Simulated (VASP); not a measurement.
Set up this calculation in VASP 6.6.1, as the native input.

```
Task                   : single point
Functional             : PBE
Potentials or basis    : VASP PAW PBE potentials, release 64 (Hf_pv, O)
Cutoff                 : 520 eV
k mesh                 : 8 × 8 × 6
Occupations            : fermi-dirac, width 0.02 eV
Spin                   : no spin polarisation
Dipole correction      : no
Further INCAR settings : ALGO = Normal; EDIFF = 1e-06; NBANDS = 31
```

The structure of HfO2 lies in POSCAR:

```
HfO2
1.0
    3.5051588118      0.0000000000      0.0000000000
    0.0000000000      3.5051588118      0.0000000000
    0.0000000000      0.0000000000      5.0981799188
Hf O
2 4
Direct
    0.5000000000      0.5000000000      0.5000000000
    0.0000000000      0.0000000000      0.0000000000
    0.0000000000      0.5000000000      0.7075421548
    0.5000000000      0.0000000000      0.7924578452
    0.5000000000      0.0000000000      0.2924578452
    0.0000000000      0.5000000000      0.2075421548
```

This cell differs from its parent crystal: strain -2.0%.

One way to write it, as run:

INCAR

```
PREC     = Accurate       # precision mode
ENCUT    = 520            # plane-wave cutoff, eV
EDIFF    = 1E-6           # SCF threshold, eV
ISMEAR   = -1             # smearing method
SIGMA    = 0.02           # smearing width, eV
LREAL    = False          # projectors in reciprocal space
LASPH    = True           # aspherical terms in the spheres
NELM     = 60             # most SCF steps
ALGO     = Normal         # electronic algorithm
ISIF     = 2              # what is computed and relaxed
LWAVE    = False          # write WAVECAR
LCHARG   = False          # write CHGCAR
GGA      = PE             # functional
NBANDS   = 31             # bands
```

KPOINTS

```
Automatic mesh
0
Gamma
  8 8 6
```

Potentials or basis: VASP PAW PBE potentials, release 64 (Hf_pv, O).

Launch:

```bash
$ cat potpaw_PBE.64/Hf_pv/POTCAR potpaw_PBE.64/O/POTCAR > POTCAR
$ mpirun -np 1 vasp_std > vasp.out
```

Results of the run:

```json
{"Pressure": "16.7 GPa", "Largest force": "0.043 eV/Å", "Band gap on the k mesh": "4.65 eV, indirect (least direct gap 4.81 eV)"}
```

Caveat: the cell differs from its parent crystal (strain -2.0%); spin-orbit coupling is left out, which moves the levels of the heavy elements.

Wall time 96 s on 1 thread of Intel Xeon 6975P-C, on a shared host, peak memory 0.24 GiB.
